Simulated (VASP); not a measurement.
# InO2 (fluorite type) (Fm-3m) in VASP: notebook

Runs on InO2 (fluorite type). Level: r2SCAN. Tasks: single point.

Program: VASP 6.6.1. These are calculated values, not measurements. Logs are shortened: lines on timing, memory, paths and dates and some standing lists are left out, and cuts for length are marked.

### 1 The cell of the first run

Symmetry: Fm-3m, No. 225, cubic system. The conventional cell has a = 5.175 Å, b = 5.175 Å, c = 5.175 Å, α = 90.00°, β = 90.00°, γ = 90.00°. In (site symmetry m-3m) has 8 O at 2.24 Å within 3.0 Å. Within 3.0 Å of O (site symmetry -43m) lie 4 In at 2.24 Å and 6 O at 2.59 Å.

### 2 Single point, r2SCAN

POSCAR

```
InO2
1.0
    0.0000000000      2.5874951215      2.5874951215
    2.5874951215      0.0000000000      2.5874951215
    2.5874951215      2.5874951215      0.0000000000
In O
1 2
Direct
    0.0000000000      0.0000000000      0.0000000000
    0.2500000000      0.2500000000      0.2500000000
    0.7500000000      0.7500000000      0.7500000000
```

INCAR.step1

```
ALGO = Normal ; EDIFF = 1E-4
ENCUT = 520 ; GGA = PE
ISMEAR = -1 ; LASPH = T
LCHARG = F ; LREAL = F
LWAVE = T ; NBANDS = 20
NELM = 80 ; PREC = Accurate
SIGMA = 0.1
```

INCAR.step2

```
ALGO = Normal ; EDIFF = 1E-6
ENCUT = 520 ; ISIF = 2
ISMEAR = -1 ; ISTART = 1
LASPH = T ; LCHARG = F
LMIXTAU = T ; LREAL = F
LWAVE = F ; METAGGA = R2SCAN
NBANDS = 20 ; NELM = 80
PREC = Accurate ; SIGMA = 0.1
```

KPOINTS

```
k-points
0
Gamma
  11 11 11
```

Potentials or basis: VASP PAW PBE potentials, release 64 (In_d, O).

On the command line:

```console
$ cat potpaw_PBE.64/In_d/POTCAR potpaw_PBE.64/O/POTCAR > POTCAR
$ cp INCAR.step1 INCAR
$ mpirun -np 1 vasp_std > vasp.out
$ cp INCAR.step2 INCAR
$ mpirun -np 1 vasp_std > vasp.out
```

OUTCAR:

```text
EDIFF = 1E-6
   ENCUT = 520
   ISIF = 2
   ISMEAR = -1
   ISTART = 1
   LASPH = T
   LREAL = F
   METAGGA = R2SCAN
   NELM = 80
   PREC = Accurate

 ion  position               nearest neighbor table
   1  0.000  0.000  0.000-   3 2.24   3 2.24   3 2.24   2 2.24   3 2.24   2 2.24   2 2.24   2 2.24

   2  0.250  0.250  0.250-   1 2.24   1 2.24   1 2.24   1 2.24
   3  0.750  0.750  0.750-   1 2.24   1 2.24   1 2.24   1 2.24

  LATTYP: Found a face centered cubic cell.
 ALAT       =     5.1749902430

  Lattice vectors:

 A1 = (   0.0000000000,   2.5874951215,   2.5874951215)
 A2 = (   2.5874951215,   0.0000000000,   2.5874951215)
 A3 = (   2.5874951215,   2.5874951215,   0.0000000000)

Analysis of symmetry for initial positions (statically):
=====================================================================
 Subroutine PRICEL returns:
 Original cell was already a primitive cell.

 Routine SETGRP: Setting up the symmetry group for a
 face centered cubic supercell.

 Subroutine GETGRP returns: Found 48 space group operations
 (whereof 48 operations were pure point group operations)
 out of a pool of 48 trial point group operations.

The static configuration has the point symmetry O_h .

Analysis of symmetry for dynamics (positions and initial velocities):
=====================================================================
 Subroutine PRICEL returns:
 Original cell was already a primitive cell.

 Routine SETGRP: Setting up the symmetry group for a
 face centered cubic supercell.

 Subroutine GETGRP returns: Found 48 space group operations
 (whereof 48 operations were pure point group operations)
 out of a pool of 48 trial point group operations.

The dynamic configuration has the point symmetry O_h .

 Subroutine INISYM returns: Found 48 space group operations
 (whereof 48 operations are pure point group operations),
 and found     1 'primitive' translations

----------------------------------------------------------------------------------------

                                     Primitive cell

  volume of cell :      34.6472

  direct lattice vectors                    reciprocal lattice vectors
     0.000000000  2.587495121  2.587495121    -0.193237079  0.193237079  0.193237079
     2.587495121  0.000000000  2.587495121     0.193237079 -0.193237079  0.193237079
     2.587495121  2.587495121  0.000000000     0.193237079  0.193237079 -0.193237079

  length of vectors
     3.659270693  3.659270693  3.659270693     0.334696439  0.334696439  0.334696439

  position of ions in fractional coordinates (direct lattice)
     0.000000000  0.000000000  0.000000000
     0.250000000  0.250000000  0.250000000
     0.750000000  0.750000000  0.750000000

  ion indices of the primitive-cell ions
   primitive index   ion index
                 1           1
                 2           2
                 3           3

----------------------------------------------------------------------------------------

 KPOINTS: k-points

Automatic generation of k-mesh.
 Grid dimensions read from file:
 generate k-points for:   11   11   11

 Generating k-lattice:

  Cartesian coordinates                     Fractional coordinates (reciprocal lattice)
    -0.017567007  0.017567007  0.017567007     0.090909091  0.000000000  0.000000000
     0.017567007 -0.017567007  0.017567007     0.000000000  0.090909091  0.000000000
     0.017567007  0.017567007 -0.017567007     0.000000000  0.000000000  0.090909091

  Length of vectors
     0.030426949  0.030426949  0.030426949

  Shift w.r.t. Gamma in fractional coordinates (k-lattice)
     0.000000000  0.000000000  0.000000000

 Subroutine IBZKPT returns following result:
 ===========================================

 Found     56 irreducible k-points:

 Following reciprocal coordinates:
            Coordinates               Weight
  0.000000  0.000000  0.000000      1.000000
  0.090909  0.000000  0.000000      8.000000
  0.181818  0.000000  0.000000      8.000000
  0.272727  0.000000  0.000000      8.000000
  0.363636  0.000000  0.000000      8.000000
  0.454545  0.000000  0.000000      8.000000
[... 16 lines left out ...]
 -0.272727  0.181818  0.000000     24.000000
 -0.181818  0.181818  0.000000     12.000000
 [... further k-points ...]
   k-points           NKPTS =     56   k-points in BZ     NKDIM =     56   number of bands    NBANDS=     20
   number of dos      NEDOS =    301   number of ions     NIONS =      3
   total plane-waves  NPLWV =  21952
   dimension x,y,z NGX =    28 NGY =   28 NGZ =   28
   dimension x,y,z NGXF=    56 NGYF=   56 NGZF=   56
   ions per type =               1   2
   NGX,Y,Z   is equivalent  to a cutoff of  12.72, 12.72, 12.72 a.u.
   NGXF,Y,Z  is equivalent  to a cutoff of  25.44, 25.44, 25.44 a.u.
 SYSTEM =  unknown system
   PREC   = accura    normal or accurate (medium, high low for compatibility)
   ISTART =      1    job   : 0-new  1-cont  2-samecut
   ICHARG =      0    charge: 1-file 2-atom 10-const
   ISPIN  =      1    spin polarized calculation?
   LNONCOLLINEAR =      F non collinear calculations
   LSORBIT =      F    spin-orbit coupling
   LASPH  =      T    aspherical Exc in radial PAW
   ENCUT  =  520.0 eV  38.22 Ry    6.18 a.u.   6.80  6.80  6.80*2*pi/ulx,y,z
   NELM   =     80;   NELMIN=  2; NELMDL=  0     # of ELM steps
   EDIFF  = 0.1E-05   stopping-criterion for ELM
   LREAL  =      F    real-space projection
   EDIFFG = 0.1E-04   stopping-criterion for IOM
   NSW    =      0    number of steps for IOM
   IBRION =     -1    ionic relax: 0-MD 1-quasi-New 2-CG
   NFREE  =      0    steps in history (QN), initial steepest desc. (CG)
   ISIF   =      2    stress and relaxation
   ISYM   =      2    0-nonsym 1-usesym 2-fastsym
   POTIM  = 0.5000    time-step for ionic-motion
   TEBEG  =    0.0;   TEEND  =   0.0 temperature during run
   PSTRESS=    0.0 pullay stress
   NELECT =      25.0000    total number of electrons
   NUPDOWN=      -1.0000    fix difference up-down
   EMIN   =  10.00;   EMAX   =-10.00  energy-range for DOS
   EFERMI =   0.00;   METHOD = LEGACY
   ISMEAR =    -1;   SIGMA  =   0.10  broadening in eV -4-tet -1-fermi 0-gaus
   EFERMI_NEDOS =   21; number of points for ismear=-14 and -15
   IALGO  =     38    algorithm
   IMIX   =      4    mixing-type and parameters
     AMIX     =   0.40;   BMIX     =  1.00
     AMIX_MAG =   1.60;   BMIX_MAG =  1.00
  volume/ion in A,a.u.               =      11.55        77.94
  Fermi-wavevector in a.u.,A,eV,Ry     =   1.468358  2.774794 29.335185  2.156075
  Thomas-Fermi vector in A             =   2.583865
   LORBIT       =      0    0 simple, 1 ext, 2 COOP (PROOUT), +10 PAW based schemes
   METAGGA = R2SCAN    functional components
   LHFCALC =     F    Hartree Fock is set to
   AEXX    =    0.0000 exact exchange contribution
   IVDW    =     0    specifies the selected vdW correction
   LEPSILON=     F    determine dielectric tensor
   LRPA    =     F    only Hartree local field effects (RPA)
 non-spin polarized calculation
  energy-cutoff  :      520.00
  volume of cell :       34.65
 maximum number of plane-waves:       950
   NGX = 13   NGY = 13   NGZ = 13

 number of electron      25.0000005 magnetization

 Free energy of the ion-electron system (eV)
  ---------------------------------------------------
  ext. energy  EPLUGINS =         0.00000000
  ---------------------------------------------------
  free energy    TOTEN  =       -37.76346619 eV

  energy without entropy =      -37.65919245  energy(sigma->0) =      -37.71132932

 E-fermi :   5.3561     XC(G=0): -12.1654

 val. band max:        5.3535219758   @ k =  -0.2727   0.2727   0.0909
 cond. band min:       5.3786750735   @ k =  -0.4545   0.3636   0.0000
 fundamental gap:      0.0251530977
 Fermi energy:         5.3561007272

 k-point     1 :       0.0000    0.0000    0.0000
  band No.  band energies     occupation
      1     -14.1369      2.00000
      2     -11.1271      2.00000
      3      -7.6261      2.00000
      4      -7.6261      2.00000
      5      -7.6261      2.00000
      6      -7.1536      2.00000
[... 12 lines left out ...]
     19      23.3469      0.00000
     20      23.3469      0.00000

 k-point     2 :       0.0909    0.0000    0.0000
  band No.  band energies     occupation
      1     -14.0709      2.00000
      2     -11.2502      2.00000
      3      -7.6100      2.00000
      4      -7.6100      2.00000
      5      -7.4867      2.00000
      6      -7.1558      2.00000
[... 12 lines left out ...]
     19      23.3201      0.00000
     20      23.3201      0.00000

 k-point     3 :       0.1818    0.0000    0.0000
  band No.  band energies     occupation
      1     -13.8841      2.00000
      2     -11.5467      2.00000
      3      -7.5695      2.00000
      4      -7.5695      2.00000
      5      -7.1610      2.00000
      6      -7.1579      2.00000
[... 12 lines left out ...]
     19      23.2594      0.00000
     20      23.2594      0.00000

 k-point     4 :       0.2727    0.0000    0.0000
  band No.  band energies     occupation
      1     -13.6100      2.00000
      2     -11.8945      2.00000
      3      -7.5254      2.00000
      4      -7.5254      2.00000
      5      -7.1501      2.00000
      6      -7.1501      2.00000
[... 12 lines left out ...]
     19      23.1798      0.00000
     20      24.2901      0.00000

 k-point     5 :       0.3636    0.0000    0.0000
  band No.  band energies     occupation
      1     -13.3029      2.00000
      2     -12.2155      2.00000
      3      -7.4967      2.00000
      4      -7.4967      2.00000
      5      -7.1289      2.00000
      6      -7.1289      2.00000
[... 12 lines left out ...]
     19      23.0503      0.00000
     20      24.0927      0.00000

 k-point     6 :       0.4545    0.0000    0.0000
  band No.  band energies     occupation
      1     -13.0471      2.00000
      2     -12.4588      2.00000
      3      -7.4859      2.00000
      4      -7.4859      2.00000
      5      -7.1092      2.00000
      6      -7.1092      2.00000
[... 12 lines left out ...]
     19      22.8887      0.00000
     20      23.6793      0.00000

 k-point     7 :       0.0909    0.0909    0.0000
  band No.  band energies     occupation
      1     -14.0490      2.00000
      2     -11.2891      2.00000
      3      -7.5980      2.00000
      4      -7.5980      2.00000
      5      -7.4534      2.00000
      6      -7.1669      2.00000
[... 12 lines left out ...]
     19      23.2510      0.00000
     20      23.4275      0.00000
[... 277 lines left out ...]
 k-point    20 :       0.4545    0.1818    0.0000
  band No.  band energies     occupation
      1     -13.0763      2.00000
      2     -12.4108      2.00000
      3      -7.4082      2.00000
      4      -7.3614      2.00000
      5      -7.1438      2.00000
      6      -7.1001      2.00000
[... 12 lines left out ...]
     19      23.7264      0.00000
     20      26.4457      0.00000

 k-point    21 :      -0.4545    0.1818    0.0000
  band No.  band energies     occupation
      1     -12.8952      2.00000
      2     -12.5739      2.00000
      3      -7.4037      2.00000
      4      -7.3440      2.00000
      5      -7.1159      2.00000
      6      -7.0651      2.00000
[... 12 lines left out ...]
     19      23.2678      0.00000
     20      26.5959      0.00000

 k-point    22 :      -0.3636    0.1818    0.0000
  band No.  band energies     occupation
      1     -13.0008      2.00000
      2     -12.4796      2.00000
      3      -7.4120      2.00000
      4      -7.3445      2.00000
      5      -7.1521      2.00000
      6      -7.0406      2.00000
[... 12 lines left out ...]
     19      22.9206      0.00000
     20      26.7670      0.00000

 k-point    23 :      -0.2727    0.1818    0.0000
  band No.  band energies     occupation
      1     -13.2546      2.00000
      2     -12.2527      2.00000
      3      -7.4414      2.00000
      4      -7.3741      2.00000
      5      -7.1845      2.00000
      6      -7.0747      2.00000
[... 12 lines left out ...]
     19      22.8435      0.00000
     20      26.5786      0.00000

 k-point    24 :      -0.1818    0.1818    0.0000
  band No.  band energies     occupation
      1     -13.5242      2.00000
      2     -11.9878      2.00000
      3      -7.4933      2.00000
      4      -7.4382      2.00000
      5      -7.1910      2.00000
      6      -7.1148      2.00000
[... 12 lines left out ...]
     19      22.9045      0.00000
     20      25.9469      0.00000

 [... further k-points ...]
[... 5 lines left out ...]
  --------------------------------------------------------------------------------------
  -------------------------------------------------------------------------------------
  Total        0.7468980      0.7468980      0.7468980      0.0000000      0.0000000      0.0000000
  in kB       34.5384838     34.5384838     34.5384838      0.0000000      0.0000000      0.0000000
  external PRESSURE =      34.5384838 kB  Pullay stress =       0.0000000 kB

 VOLUME and BASIS-vectors are now :
 -----------------------------------------------------------------------------
  energy-cutoff  :      520.00
  volume of cell :       34.65
      direct lattice vectors                 reciprocal lattice vectors
     0.000000000  2.587495121  2.587495121    -0.193237079  0.193237079  0.193237079
     2.587495121  0.000000000  2.587495121     0.193237079 -0.193237079  0.193237079
     2.587495121  2.587495121  0.000000000     0.193237079  0.193237079 -0.193237079

 POSITION                                       TOTAL-FORCE (eV/Angst)
 -----------------------------------------------------------------------------------
      0.00000      0.00000      0.00000        -0.000000     -0.000000     -0.000000
      1.29375      1.29375      1.29375         0.000000      0.000000      0.000000
      3.88124      3.88124      3.88124        -0.000000      0.000000     -0.000000
 -----------------------------------------------------------------------------------
    total drift:                               -0.000000     -0.000000      0.000000

  FREE ENERGIE OF THE ION-ELECTRON SYSTEM (eV)
  ---------------------------------------------------
  free  energy   TOTEN  =       -37.7634661863 eV

  energy  without entropy=      -37.6591924457  energy(sigma->0) =      -37.71132932
```

It took 5.1 min on 1 thread of Intel Xeon 8259CL, shared host; peak memory 0.18 GiB.

What came out:

```
Free energy : -37.7635 eV
Pressure    : 3.5 GPa
```

Caveat: the PAW data sets were made with another functional, which shifts forces and pressure a little; spin-orbit coupling is left out, which moves the levels of the heavy elements; an odd number of electrons without spin polarisation forces a metal; a magnetic or distorted state may lie lower.

### 3 Single point, r2SCAN

POSCAR is that of step 2.

INCAR.step1

```
SYSTEM = InO2
PREC = Accurate
ENCUT = 520
ISMEAR = -1
SIGMA = 0.1
LREAL = .False.
LASPH = .True.
NELM = 80
NBANDS = 20
GGA = PE
ALGO = Normal
EDIFF = 1E-4
LWAVE = .True.
LCHARG = .False.
```

INCAR.step2

```
SYSTEM = InO2
PREC = Accurate
ENCUT = 520
EDIFF = 1E-6
ISMEAR = -1
SIGMA = 0.1
LREAL = .False.
LASPH = .True.
NELM = 80
ALGO = Normal
ISIF = 2
LWAVE = .False.
LCHARG = .False.
METAGGA = R2SCAN
LMIXTAU = .True.
NBANDS = 20
ISTART = 1
```

KPOINTS

```
Automatic mesh
0
Gamma
  11 11 11
  0 0 0
```

Potentials or basis: VASP PAW PBE potentials, release 64 (In_d, O).

On the command line:

```console
$ cat potpaw_PBE.64/In_d/POTCAR potpaw_PBE.64/O/POTCAR > POTCAR
$ cp INCAR.step1 INCAR
$ mpirun -np 1 vasp_std > vasp.out
$ cp INCAR.step2 INCAR
$ mpirun -np 1 vasp_std > vasp.out
```

Wall time 5 min (1 thread of Intel Xeon 8259CL, shared host); peak memory 0.19 GiB.

It converged, with:

| Property | Result |
| --- | --- |
| Free energy | -37.7635 eV |
| Pressure | 3.5 GPa |

Levels at points of the mesh, in eV from the Fermi level:
```tsv
k point	band 11	band 12	band 13	band 14	band 15	band 16
(0.00, 0.00, 0.00)	-0.79	-0.79	-0.79	3.02	10.34	10.34
```

Caveat: the PAW data sets were made with another functional, which shifts forces and pressure a little; spin-orbit coupling is left out, which moves the levels of the heavy elements; an odd number of electrons without spin polarisation forces a metal; a magnetic or distorted state may lie lower.

### 4 Single point, r2SCAN

This run uses another cell than the first one, of 11.91 Å³/atom, 1.032 times its volume.

POSCAR

```
InO2
1.0
    0.0000000000      2.6144501356      2.6144501356
    2.6144501356      0.0000000000      2.6144501356
    2.6144501356      2.6144501356      0.0000000000
In O
1 2
Direct
    0.0000000000      0.0000000000      0.0000000000
    0.2500000000      0.2500000000      0.2500000000
    0.7500000000      0.7500000000      0.7500000000
```

INCAR.step1

```
SYSTEM = InO2
ALGO = Normal ; EDIFF = 1E-4
ENCUT = 520 ; GGA = PE
ISMEAR = -1 ; LASPH = .True.
LCHARG = .False. ; LREAL = .False.
LWAVE = .True. ; NBANDS = 20
NELM = 80 ; PREC = Accurate
SIGMA = 0.1
```

INCAR.step2

```
SYSTEM = InO2
ALGO = Normal ; EDIFF = 1E-6
ENCUT = 520 ; ISIF = 2
ISMEAR = -1 ; ISTART = 1
LASPH = .True. ; LCHARG = .False.
LMIXTAU = .True. ; LREAL = .False.
LWAVE = .False. ; METAGGA = R2SCAN
NBANDS = 20 ; NELM = 80
PREC = Accurate ; SIGMA = 0.1
```

KPOINTS

```
k-points
0
Gamma
  11 11 11
  0 0 0
```

On the command line:

```console
$ cat potpaw_PBE.64/In_d/POTCAR potpaw_PBE.64/O/POTCAR > POTCAR
$ cp INCAR.step1 INCAR
$ mpirun -np 1 vasp_std > vasp.out
$ cp INCAR.step2 INCAR
$ mpirun -np 1 vasp_std > vasp.out
```

It took 5.1 min on 1 thread of Intel Xeon 8259CL, shared host; peak memory 0.19 GiB.

Results (log left out):

```
Free energy : -37.7699 eV
Pressure    : -2.1 GPa
```

Levels at points of the mesh, in eV from the Fermi level:
| k point | band 9 | band 10 | band 11 | band 12 | band 13 | band 14 | band 15 | band 16 | band 17 | band 18 |
| --- | --- | --- | --- | --- | --- | --- | --- | --- | --- | --- |
| (0.00, 0.00, 0.00) | -1.78 | -1.78 | -0.75 | -0.75 | -0.75 | 2.74 | 10.19 | 10.19 | 10.19 | 15.37 |

Caveat: the PAW data sets were made with another functional, which shifts forces and pressure a little; spin-orbit coupling is left out, which moves the levels of the heavy elements; an odd number of electrons without spin polarisation forces a metal; a magnetic or distorted state may lie lower.
